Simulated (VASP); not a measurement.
# KI (Pm-3m) in VASP: single point with PBEsol

Aim: the single point of KI with PBEsol.

Program: VASP 6.6.1. These are calculated values, not measurements. Logs are shortened: lines on timing, memory, paths and dates and some standing lists are left out, and cuts for length are marked.

**1. The cell of the first run**

Symmetry: Pm-3m, No. 221, cubic system. Conventional cell: a = 4.291 Å, b = 4.291 Å, c = 4.291 Å, α = 90.00°, β = 90.00°, γ = 90.00°. K (site symmetry m-3m) has 8 I at 3.72 Å and 6 K at 4.29 Å within 4.9 Å. Within 4.9 Å of I (site symmetry m-3m) lie 8 K at 3.72 Å and 6 I at 4.29 Å.

**2. Single point, PBEsol**

INCAR

```
PREC     = Accurate       # precision mode
ENCUT    = 520            # plane-wave cutoff, eV
EDIFF    = 1E-6           # SCF threshold, eV
ISMEAR   = 0              # smearing method
SIGMA    = 0.05           # smearing width, eV
LREAL    = F              # projectors in reciprocal space
LASPH    = T              # aspherical terms in the spheres
NELM     = 100            # most SCF steps
ALGO     = Normal         # electronic algorithm
ISIF     = 2              # what is computed and relaxed
LWAVE    = F              # write WAVECAR
LCHARG   = T              # write CHGCAR
GGA      = PS             # functional
LELF     = T              # ELF
LVHAR    = T            
NBANDS   = 15             # bands
```

KPOINTS

```
Automatic mesh
0
Gamma
  6 6 6
```

POSCAR

```
KI
1.0
    4.2911966600      0.0000000000      0.0000000000
    0.0000000000      4.2911966600      0.0000000000
    0.0000000000      0.0000000000      4.2911966600
K I
1 1
Direct
    0.0000000000      0.0000000000      0.0000000000
    0.5000000000      0.5000000000      0.5000000000
```

Potentials or basis: VASP PAW PBE potentials, release 64 (K_sv, I).

Run with:

```
cat potpaw_PBE.64/K_sv/POTCAR potpaw_PBE.64/I/POTCAR > POTCAR
mpirun -np 1 vasp_std > vasp.out
```

OUTCAR:

```text
PREC = Accurate
   ENCUT = 520
   EDIFF = 1E-6
   ISMEAR = 0
   LREAL = F
   LASPH = T
   NELM = 100
   ISIF = 2
   GGA = PS

 ion  position               nearest neighbor table
   1  0.000  0.000  0.000-
   2  0.500  0.500  0.500-

  LATTYP: Found a simple cubic cell.
 ALAT       =     4.2911966600

  Lattice vectors:

 A1 = (   4.2911966600,   0.0000000000,   0.0000000000)
 A2 = (   0.0000000000,   4.2911966600,   0.0000000000)
 A3 = (   0.0000000000,   0.0000000000,   4.2911966600)

Analysis of symmetry for initial positions (statically):
=====================================================================
 Subroutine PRICEL returns:
 Original cell was already a primitive cell.

 Routine SETGRP: Setting up the symmetry group for a
 simple cubic supercell.

 Subroutine GETGRP returns: Found 48 space group operations
 (whereof 48 operations were pure point group operations)
 out of a pool of 48 trial point group operations.

The static configuration has the point symmetry O_h .

Analysis of symmetry for dynamics (positions and initial velocities):
=====================================================================
 Subroutine PRICEL returns:
 Original cell was already a primitive cell.

 Routine SETGRP: Setting up the symmetry group for a
 simple cubic supercell.

 Subroutine GETGRP returns: Found 48 space group operations
 (whereof 48 operations were pure point group operations)
 out of a pool of 48 trial point group operations.

The dynamic configuration has the point symmetry O_h .

 Subroutine INISYM returns: Found 48 space group operations
 (whereof 48 operations are pure point group operations),
 and found     1 'primitive' translations

----------------------------------------------------------------------------------------

                                     Primitive cell

  volume of cell :      79.0197

  direct lattice vectors                    reciprocal lattice vectors
     4.291196660  0.000000000  0.000000000     0.233035230  0.000000000  0.000000000
     0.000000000  4.291196660  0.000000000     0.000000000  0.233035230  0.000000000
     0.000000000  0.000000000  4.291196660     0.000000000  0.000000000  0.233035230

  length of vectors
     4.291196660  4.291196660  4.291196660     0.233035230  0.233035230  0.233035230

  position of ions in fractional coordinates (direct lattice)
     0.000000000  0.000000000  0.000000000
     0.500000000  0.500000000  0.500000000

  ion indices of the primitive-cell ions
   primitive index   ion index
                 1           1
                 2           2

----------------------------------------------------------------------------------------

 KPOINTS: Automatic mesh

Automatic generation of k-mesh.
 Grid dimensions read from file:
 generate k-points for:    6    6    6

 Generating k-lattice:

  Cartesian coordinates                     Fractional coordinates (reciprocal lattice)
     0.038839205  0.000000000  0.000000000     0.166666667  0.000000000  0.000000000
     0.000000000  0.038839205  0.000000000     0.000000000  0.166666667  0.000000000
     0.000000000  0.000000000  0.038839205     0.000000000  0.000000000  0.166666667

  Length of vectors
     0.038839205  0.038839205  0.038839205

  Shift w.r.t. Gamma in fractional coordinates (k-lattice)
     0.000000000  0.000000000  0.000000000

 Subroutine IBZKPT returns following result:
 ===========================================

 Found     20 irreducible k-points:

 Following reciprocal coordinates:
            Coordinates               Weight
  0.000000  0.000000  0.000000      1.000000
  0.166667  0.000000  0.000000      6.000000
  0.333333  0.000000  0.000000      6.000000
  0.500000  0.000000  0.000000      3.000000
  0.166667  0.166667  0.000000     12.000000
  0.333333  0.166667  0.000000     24.000000
[... 12 lines left out ...]
  0.500000  0.500000  0.333333      6.000000
  0.500000  0.500000  0.500000      1.000000
   k-points           NKPTS =     20   k-points in BZ     NKDIM =     20   number of bands    NBANDS=     15
   number of dos      NEDOS =    301   number of ions     NIONS =      2
   total plane-waves  NPLWV =  32768
   dimension x,y,z NGX =    32 NGY =   32 NGZ =   32
   dimension x,y,z NGXF=    64 NGYF=   64 NGZF=   64
   ions per type =               1   1
   NGX,Y,Z   is equivalent  to a cutoff of  12.40, 12.40, 12.40 a.u.
   NGXF,Y,Z  is equivalent  to a cutoff of  24.79, 24.79, 24.79 a.u.
 SYSTEM =  unknown system
   PREC   = accura    normal or accurate (medium, high low for compatibility)
   ISTART =      0    job   : 0-new  1-cont  2-samecut
   ICHARG =      2    charge: 1-file 2-atom 10-const
   ISPIN  =      1    spin polarized calculation?
   LNONCOLLINEAR =      F non collinear calculations
   LSORBIT =      F    spin-orbit coupling
   LASPH  =      T    aspherical Exc in radial PAW
   ENCUT  =  520.0 eV  38.22 Ry    6.18 a.u.   7.98  7.98  7.98*2*pi/ulx,y,z
   NELM   =    100;   NELMIN=  2; NELMDL= -5     # of ELM steps
   EDIFF  = 0.1E-05   stopping-criterion for ELM
   LREAL  =      F    real-space projection
   EDIFFG = 0.1E-04   stopping-criterion for IOM
   NSW    =      0    number of steps for IOM
   IBRION =     -1    ionic relax: 0-MD 1-quasi-New 2-CG
   NFREE  =      0    steps in history (QN), initial steepest desc. (CG)
   ISIF   =      2    stress and relaxation
   ISYM   =      2    0-nonsym 1-usesym 2-fastsym
   POTIM  = 0.5000    time-step for ionic-motion
   TEBEG  =    0.0;   TEEND  =   0.0 temperature during run
   PSTRESS=    0.0 pullay stress
   NELECT =      16.0000    total number of electrons
   NUPDOWN=      -1.0000    fix difference up-down
   EMIN   =  10.00;   EMAX   =-10.00  energy-range for DOS
   EFERMI =   0.00;   METHOD = LEGACY
   ISMEAR =     0;   SIGMA  =   0.05  broadening in eV -4-tet -1-fermi 0-gaus
   EFERMI_NEDOS =   21; number of points for ismear=-14 and -15
   IALGO  =     38    algorithm
   IMIX   =      4    mixing-type and parameters
     AMIX     =   0.40;   BMIX     =  1.00
     AMIX_MAG =   1.60;   BMIX_MAG =  1.00
  volume/ion in A,a.u.               =      39.51       266.63
  Fermi-wavevector in a.u.,A,eV,Ry     =   0.961324  1.816639 12.573738  0.924144
  Thomas-Fermi vector in A             =   2.090686
   LORBIT       =      0    0 simple, 1 ext, 2 COOP (PROOUT), +10 PAW based schemes
   GGA     = PS    functional components
   LHFCALC =     F    Hartree Fock is set to
   AEXX    =    0.0000 exact exchange contribution
   IVDW    =     0    specifies the selected vdW correction
   LEPSILON=     F    determine dielectric tensor
   LRPA    =     F    only Hartree local field effects (RPA)
 non-spin polarized calculation
 Gauss-broadening in eV      SIGMA  =   0.05
  energy-cutoff  :      520.00
  volume of cell :       79.02
 maximum number of plane-waves:      2176
 NGX is ok and might be reduce to    32
   NGX = 15   NGY = 15   NGZ = 15

 number of electron      16.0000003 magnetization

 Free energy of the ion-electron system (eV)
  ---------------------------------------------------
  ext. energy  EPLUGINS =         0.00000000
  ---------------------------------------------------
  free energy    TOTEN  =        -5.72232030 eV

  energy without entropy =       -5.72232030  energy(sigma->0) =       -5.72232030

 E-fermi :   1.0395     XC(G=0):  -7.8737

 val. band max:        0.7824129367   @ k =   0.5000   0.5000   0.0000
 cond. band min:       3.9657558977   @ k =   0.0000   0.0000   0.0000
 fundamental gap:      3.1833429610
 Fermi energy:         1.0395252745

 k-point     1 :       0.0000    0.0000    0.0000
  band No.  band energies     occupation
      1     -28.4018      2.00000
      2     -11.9182      2.00000
      3     -11.9182      2.00000
      4     -11.9182      2.00000
      5     -10.4172      2.00000
      6       0.4154      2.00000
      7       0.4154      2.00000
      8       0.4154      2.00000
      9       3.9658      0.00000
     10       5.4495      0.00000
     11       5.4495      0.00000
     12       9.1740      0.00000
     13       9.1740      0.00000
     14       9.1740      0.00000
     15      11.2520      0.00000

 k-point     2 :       0.1667    0.0000    0.0000
  band No.  band energies     occupation
      1     -28.4006      2.00000
      2     -11.9665      2.00000
      3     -11.9152      2.00000
      4     -11.9152      2.00000
      5     -10.3371      2.00000
      6      -0.2445      2.00000
      7       0.4341      2.00000
      8       0.4341      2.00000
      9       4.5512      0.00000
     10       5.6491      0.00000
     11       6.1215      0.00000
     12       9.0740      0.00000
     13       9.0740      0.00000
     14       9.2861      0.00000
     15      10.2678      0.00000

 k-point     3 :       0.3333    0.0000    0.0000
  band No.  band energies     occupation
      1     -28.3982      2.00000
      2     -12.0543      2.00000
      3     -11.9092      2.00000
      4     -11.9092      2.00000
      5     -10.1801      2.00000
      6      -1.1743      2.00000
      7       0.4717      2.00000
      8       0.4717      2.00000
      9       5.4992      0.00000
     10       6.2299      0.00000
     11       7.4106      0.00000
     12       8.7431      0.00000
     13       9.0449      0.00000
     14       9.0449      0.00000
     15       9.5521      0.00000
[... 271 lines left out ...]
 k-point    19 :       0.5000    0.5000    0.3333
  band No.  band energies     occupation
      1     -28.3890      2.00000
      2     -11.9902      2.00000
      3     -11.9902      2.00000
      4     -11.9635      2.00000
      5      -9.9393      2.00000
      6      -0.9144      2.00000
      7      -0.9144      2.00000
      8      -0.5616      2.00000
      9       5.7156      0.00000
     10       6.5356      0.00000
     11       6.5356      0.00000
     12       8.9013      0.00000
     13       9.6960      0.00000
     14       9.6960      0.00000
     15      10.3446      0.00000

 k-point    20 :       0.5000    0.5000    0.5000
  band No.  band energies     occupation
      1     -28.3878      2.00000
      2     -11.9853      2.00000
      3     -11.9853      2.00000
      4     -11.9853      2.00000
      5      -9.8943      2.00000
      6      -0.9003      2.00000
      7      -0.9003      2.00000
      8      -0.9003      2.00000
      9       6.2988      0.00000
     10       6.2988      0.00000
     11       6.2988      0.00000
     12       9.6085      0.00000
     13       9.6085      0.00000
     14       9.6085      0.00000
     15       9.8804      0.00000

------------------------ aborting loop because EDIFF is reached ----------------------------------------

  FORCE on cell =-STRESS in cart. coord.  units (eV):
  Direction    XX          YY          ZZ          XY          YZ          ZX
  --------------------------------------------------------------------------------------
  -------------------------------------------------------------------------------------
  Total       -0.2699445     -0.2699445     -0.2699445      0.0000000     -0.0000000      0.0000000
  in kB       -5.4733063     -5.4733063     -5.4733063      0.0000000     -0.0000000      0.0000000
  external PRESSURE =      -5.4733063 kB  Pullay stress =       0.0000000 kB

 VOLUME and BASIS-vectors are now :
 -----------------------------------------------------------------------------
  energy-cutoff  :      520.00
  volume of cell :       79.02
      direct lattice vectors                 reciprocal lattice vectors
     4.291196660  0.000000000  0.000000000     0.233035230  0.000000000  0.000000000
     0.000000000  4.291196660  0.000000000     0.000000000  0.233035230  0.000000000
     0.000000000  0.000000000  4.291196660     0.000000000  0.000000000  0.233035230

 POSITION                                       TOTAL-FORCE (eV/Angst)
 -----------------------------------------------------------------------------------
      0.00000      0.00000      0.00000         0.000000      0.000000      0.000000
      2.14560      2.14560      2.14560         0.000000      0.000000      0.000000
 -----------------------------------------------------------------------------------
    total drift:                                0.000000      0.000000     -0.000000

  FREE ENERGIE OF THE ION-ELECTRON SYSTEM (eV)
  ---------------------------------------------------
  free  energy   TOTEN  =        -5.7223202968 eV

  energy  without entropy=       -5.7223202968  energy(sigma->0) =       -5.72232030
```

Run time: 10 s. Hardware: 1 thread of Intel Xeon 6975P-C, shared host; peak memory 0.19 GiB.

What came out:

```
Free energy            : -5.7223 eV
Pressure               : -0.5 GPa
Band gap on the k mesh : 3.18 eV, indirect (least direct gap 3.55 eV)
```

Caveat: the PAW data sets were made with another functional, which shifts forces and pressure a little; spin-orbit coupling is left out, which moves the levels of the heavy elements.
